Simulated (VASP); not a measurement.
# ZnS (F-43m) in VASP: single point with PBE

Aim: the single point of ZnS with PBE.

All numbers are computed with VASP 6.6.1; they aren't measurements. Logs are shortened: lines on timing, memory, paths and dates and some standing lists are left out, and cuts for length are marked.

## 1. The cell of the first run

The structure is cubic, space group F-43m (No. 216). Conventional cell: a = 5.404 Å, b = 5.404 Å, c = 5.404 Å, α = 90.00°, β = 90.00°, γ = 90.00°. Within 3.1 Å of Zn (site symmetry -43m) lie 4 S at 2.34 Å. S (site symmetry -43m) has 4 Zn at 2.34 Å within 3.1 Å.

## 2. Single point, PBE

INCAR

```
SYSTEM = ZnS
PREC     = Accurate       ! precision mode
ENCUT    = 520            ! plane-wave cutoff, eV
EDIFF    = 1E-6           ! SCF threshold, eV
ISMEAR   = 0              ! smearing method
SIGMA    = 0.01           ! smearing width, eV
LREAL    = .FALSE.        ! projectors in reciprocal space
LASPH    = .TRUE.         ! aspherical terms in the spheres
NELM     = 100            ! most SCF steps
ALGO     = Normal         ! electronic algorithm
ISIF     = 2              ! what is computed and relaxed
LWAVE    = .FALSE.        ! write WAVECAR
LCHARG   = .TRUE.         ! write CHGCAR
GGA      = PE             ! functional
LELF     = .TRUE.         ! ELF
LVHAR    = .TRUE.       
NBANDS   = 16             ! bands
```

KPOINTS

```
Automatic mesh
0
G
  4 4 4
  0 0 0
```

POSCAR

```
ZnS
1.0
    3.8212050000      0.0000000000      0.0000000000
    1.9106025000      3.3092606031      0.0000000000
    1.9106025000      1.1030868677      3.1200008175
Zn S
1 1
Direct
    0.2500000000      0.2500000000      0.2500000000
    0.0000000000      0.0000000000      0.0000000000
```

Potentials or basis: VASP PAW PBE potentials, release 64 (Zn, S).

Run with:

```sh
> cat potpaw_PBE.64/Zn/POTCAR potpaw_PBE.64/S/POTCAR > POTCAR
> mpirun -np 1 vasp_std > vasp.out
```

OUTCAR:

```text
SYSTEM = ZnS
   PREC = Accurate
   ENCUT = 520
   EDIFF = 1E-6
   ISMEAR = 0
   LREAL = .FALSE.
   LASPH = .TRUE.
   NELM = 100
   ISIF = 2
   GGA = PE

 ion  position               nearest neighbor table
   1  0.250  0.250  0.250-   2 2.34   2 2.34   2 2.34   2 2.34
   2  0.000  0.000  0.000-   1 2.34   1 2.34   1 2.34   1 2.34

  LATTYP: Found a face centered cubic cell.
 ALAT       =     5.4039999356

  Lattice vectors:

 A1 = (   3.8212050000,   0.0000000000,   0.0000000000)
 A2 = (   1.9106025000,   3.3092606031,   0.0000000000)
 A3 = (   1.9106025000,   1.1030868677,   3.1200008175)

Analysis of symmetry for initial positions (statically):
=====================================================================
 Subroutine PRICEL returns:
 Original cell was already a primitive cell.

 Routine SETGRP: Setting up the symmetry group for a
 face centered cubic supercell.

 Subroutine GETGRP returns: Found 24 space group operations
 (whereof 24 operations were pure point group operations)
 out of a pool of 48 trial point group operations.

The static configuration has the point symmetry T_d .

Analysis of symmetry for dynamics (positions and initial velocities):
=====================================================================
 Subroutine PRICEL returns:
 Original cell was already a primitive cell.

 Routine SETGRP: Setting up the symmetry group for a
 face centered cubic supercell.

 Subroutine GETGRP returns: Found 24 space group operations
 (whereof 24 operations were pure point group operations)
 out of a pool of 48 trial point group operations.

The dynamic configuration has the point symmetry T_d .

 Subroutine INISYM returns: Found 24 space group operations
 (whereof 24 operations are pure point group operations),
 and found     1 'primitive' translations

----------------------------------------------------------------------------------------

                                     Primitive cell

  volume of cell :      39.4535

  direct lattice vectors                    reciprocal lattice vectors
     3.821205000  0.000000000  0.000000000     0.261697554 -0.151091153 -0.106837579
     1.910602500  3.309260603  0.000000000     0.000000000  0.302182306 -0.106837579
     1.910602500  1.103086868  3.120000817     0.000000000  0.000000000  0.320512737

  length of vectors
     3.821205000  3.821205000  3.821205000     0.320512737  0.320512737  0.320512737

  position of ions in fractional coordinates (direct lattice)
     0.250000000  0.250000000  0.250000000
     0.000000000  0.000000000  0.000000000

  ion indices of the primitive-cell ions
   primitive index   ion index
                 1           1
                 2           2

----------------------------------------------------------------------------------------

 KPOINTS: Automatic mesh

Automatic generation of k-mesh.
 Grid dimensions read from file:
 generate k-points for:    4    4    4

 Generating k-lattice:

  Cartesian coordinates                     Fractional coordinates (reciprocal lattice)
     0.065424388 -0.037772788 -0.026709395     0.250000000 -0.000000000 -0.000000000
     0.000000000  0.075545576 -0.026709395     0.000000000  0.250000000  0.000000000
     0.000000000  0.000000000  0.080128184     0.000000000  0.000000000  0.250000000

  Length of vectors
     0.080128184  0.080128184  0.080128184

  Shift w.r.t. Gamma in fractional coordinates (k-lattice)
     0.000000000  0.000000000  0.000000000

 Subroutine IBZKPT returns following result:
 ===========================================

 Found      8 irreducible k-points:

 Following reciprocal coordinates:
            Coordinates               Weight
  0.000000  0.000000  0.000000      1.000000
  0.250000  0.000000  0.000000      8.000000
  0.500000  0.000000  0.000000      4.000000
  0.250000  0.250000  0.000000      6.000000
  0.500000  0.250000  0.000000     24.000000
 -0.250000  0.250000  0.000000     12.000000
  0.500000  0.500000  0.000000      3.000000
 -0.250000  0.500000  0.250000      6.000000
   k-points           NKPTS =      8   k-points in BZ     NKDIM =      8   number of bands    NBANDS=     16
   number of dos      NEDOS =    301   number of ions     NIONS =      2
   total plane-waves  NPLWV =  21952
   dimension x,y,z NGX =    28 NGY =   28 NGZ =   28
   dimension x,y,z NGXF=    56 NGYF=   56 NGZF=   56
   ions per type =               1   1
   NGX,Y,Z   is equivalent  to a cutoff of  12.18, 12.18, 12.18 a.u.
   NGXF,Y,Z  is equivalent  to a cutoff of  24.36, 24.36, 24.36 a.u.
 SYSTEM =  ZnS
   PREC   = accura    normal or accurate (medium, high low for compatibility)
   ISTART =      0    job   : 0-new  1-cont  2-samecut
   ICHARG =      2    charge: 1-file 2-atom 10-const
   ISPIN  =      1    spin polarized calculation?
   LNONCOLLINEAR =      F non collinear calculations
   LSORBIT =      F    spin-orbit coupling
   LASPH  =      T    aspherical Exc in radial PAW
   ENCUT  =  520.0 eV  38.22 Ry    6.18 a.u.   7.10  7.10  7.10*2*pi/ulx,y,z
   NELM   =    100;   NELMIN=  2; NELMDL= -5     # of ELM steps
   EDIFF  = 0.1E-05   stopping-criterion for ELM
   LREAL  =      F    real-space projection
   EDIFFG = 0.1E-04   stopping-criterion for IOM
   NSW    =      0    number of steps for IOM
   IBRION =     -1    ionic relax: 0-MD 1-quasi-New 2-CG
   NFREE  =      0    steps in history (QN), initial steepest desc. (CG)
   ISIF   =      2    stress and relaxation
   ISYM   =      2    0-nonsym 1-usesym 2-fastsym
   POTIM  = 0.5000    time-step for ionic-motion
   TEBEG  =    0.0;   TEEND  =   0.0 temperature during run
   PSTRESS=    0.0 pullay stress
   NELECT =      18.0000    total number of electrons
   NUPDOWN=      -1.0000    fix difference up-down
   EMIN   =  10.00;   EMAX   =-10.00  energy-range for DOS
   EFERMI =   0.00;   METHOD = LEGACY
   ISMEAR =     0;   SIGMA  =   0.01  broadening in eV -4-tet -1-fermi 0-gaus
   EFERMI_NEDOS =   21; number of points for ismear=-14 and -15
   IALGO  =     38    algorithm
   IMIX   =      4    mixing-type and parameters
     AMIX     =   0.40;   BMIX     =  1.00
     AMIX_MAG =   1.60;   BMIX_MAG =  1.00
  volume/ion in A,a.u.               =      19.73       133.12
  Fermi-wavevector in a.u.,A,eV,Ry     =   1.260290  2.381602 21.610537  1.588330
  Thomas-Fermi vector in A             =   2.393807
   LORBIT       =      0    0 simple, 1 ext, 2 COOP (PROOUT), +10 PAW based schemes
   GGA     = PE    functional components
   LHFCALC =     F    Hartree Fock is set to
   AEXX    =    0.0000 exact exchange contribution
   IVDW    =     0    specifies the selected vdW correction
   LEPSILON=     F    determine dielectric tensor
   LRPA    =     F    only Hartree local field effects (RPA)
 non-spin polarized calculation
 Gauss-broadening in eV      SIGMA  =   0.01
  energy-cutoff  :      520.00
  volume of cell :       39.45
 maximum number of plane-waves:      1068
   NGX = 15   NGY = 15   NGZ = 15

 number of electron      18.0000000 magnetization

 Free energy of the ion-electron system (eV)
  ---------------------------------------------------
  ext. energy  EPLUGINS =         0.00000000
  ---------------------------------------------------
  free energy    TOTEN  =        -6.80042220 eV

  energy without entropy =       -6.80042220  energy(sigma->0) =       -6.80042220

 E-fermi :   2.2102     XC(G=0):  -9.6196

 val. band max:        2.1323766613   @ k =   0.0000   0.0000   0.0000
 cond. band min:       4.2367882872   @ k =   0.0000   0.0000   0.0000
 fundamental gap:      2.1044116259
 Fermi energy:         2.2102293702

 k-point     1 :       0.0000    0.0000    0.0000
  band No.  band energies     occupation
      1     -11.0066      2.00000
      2      -4.2287      2.00000
      3      -4.2287      2.00000
      4      -4.2287      2.00000
      5      -3.7335      2.00000
      6      -3.7335      2.00000
[... 8 lines left out ...]
     15      13.8828      0.00000
     16      13.9909      0.00000

 k-point     2 :       0.2500    0.0000    0.0000
  band No.  band energies     occupation
      1     -10.5837      2.00000
      2      -4.1794      2.00000
      3      -4.1618      2.00000
      4      -4.1618      2.00000
      5      -3.7319      2.00000
      6      -3.7319      2.00000
[... 8 lines left out ...]
     15      13.0913      0.00000
     16      14.3273      0.00000

 k-point     3 :       0.5000    0.0000    0.0000
  band No.  band energies     occupation
      1     -10.0765      2.00000
      2      -4.1141      2.00000
      3      -4.1141      2.00000
      4      -3.7031      2.00000
      5      -3.7031      2.00000
      6      -3.5294      2.00000
[... 8 lines left out ...]
     15      15.5309      0.00000
     16      15.5309      0.00000

 k-point     4 :       0.2500    0.2500    0.0000
  band No.  band energies     occupation
      1     -10.4421      2.00000
      2      -4.2762      2.00000
      3      -4.0826      2.00000
      4      -4.0825      2.00000
      5      -3.7729      2.00000
      6      -3.6958      2.00000
[... 8 lines left out ...]
     15      14.6534      0.00000
     16      17.9196      0.00000

 k-point     5 :       0.5000    0.2500    0.0000
  band No.  band energies     occupation
      1      -9.9320      2.00000
      2      -4.1451      2.00000
      3      -4.0030      2.00000
      4      -3.8907      2.00000
      5      -3.6899      2.00000
      6      -3.5669      2.00000
[... 8 lines left out ...]
     15      15.6511      0.00000
     16      16.9771      0.00000

 k-point     6 :      -0.2500    0.2500    0.0000
  band No.  band energies     occupation
      1     -10.1031      2.00000
      2      -4.1057      2.00000
      3      -4.0720      2.00000
      4      -3.9475      2.00000
      5      -3.7483      2.00000
      6      -3.6714      2.00000
[... 8 lines left out ...]
     15      15.3840      0.00000
     16      16.7612      0.00000

 k-point     7 :       0.5000    0.5000    0.0000
  band No.  band energies     occupation
      1      -9.7634      2.00000
      2      -4.2539      2.00000
      3      -3.8868      2.00000
      4      -3.8868      2.00000
      5      -3.6582      2.00000
      6      -3.5156      2.00000
[... 8 lines left out ...]
     15      15.8403      0.00000
     16      16.6674      0.00000

 k-point     8 :      -0.2500    0.5000    0.2500
  band No.  band energies     occupation
      1      -9.7575      2.00000
      2      -4.0960      2.00000
      3      -3.9483      2.00000
      4      -3.7910      2.00000
      5      -3.7704      2.00000
      6      -3.3320      2.00000
[... 8 lines left out ...]
     15      16.0509      0.00000
     16      17.0066      0.00000

------------------------ aborting loop because EDIFF is reached ----------------------------------------

  FORCE on cell =-STRESS in cart. coord.  units (eV):
  Direction    XX          YY          ZZ          XY          YZ          ZX
  --------------------------------------------------------------------------------------
  -------------------------------------------------------------------------------------
  Total        0.5072504      0.5072504      0.5072504     -0.0000000      0.0000000      0.0000000
  in kB       20.5990405     20.5990405     20.5990405     -0.0000000      0.0000000      0.0000000
  external PRESSURE =      20.5990405 kB  Pullay stress =       0.0000000 kB

 VOLUME and BASIS-vectors are now :
 -----------------------------------------------------------------------------
  energy-cutoff  :      520.00
  volume of cell :       39.45
      direct lattice vectors                 reciprocal lattice vectors
     3.821205000  0.000000000  0.000000000     0.261697554 -0.151091153 -0.106837579
     1.910602500  3.309260603  0.000000000     0.000000000  0.302182306 -0.106837579
     1.910602500  1.103086868  3.120000817     0.000000000  0.000000000  0.320512737

 POSITION                                       TOTAL-FORCE (eV/Angst)
 -----------------------------------------------------------------------------------
      1.91060      1.10309      0.78000         0.000000      0.000000      0.000000
      0.00000      0.00000      0.00000        -0.000000     -0.000000     -0.000000
 -----------------------------------------------------------------------------------
    total drift:                               -0.000001     -0.000000     -0.000000

  FREE ENERGIE OF THE ION-ELECTRON SYSTEM (eV)
  ---------------------------------------------------
  free  energy   TOTEN  =        -6.8004221965 eV

  energy  without entropy=       -6.8004221965  energy(sigma->0) =       -6.80042220
```

It took 9.6 s on 1 thread of Intel Xeon 8259CL, shared host; peak memory 0.15 GiB.

Results:

```yaml
Free_energy: -6.8004 eV
Pressure: 2.1 GPa
Band_gap_on_the_k_mesh: 2.10 eV, direct
```

Caveat: the k points lie up to 0.50 Å⁻¹ apart.
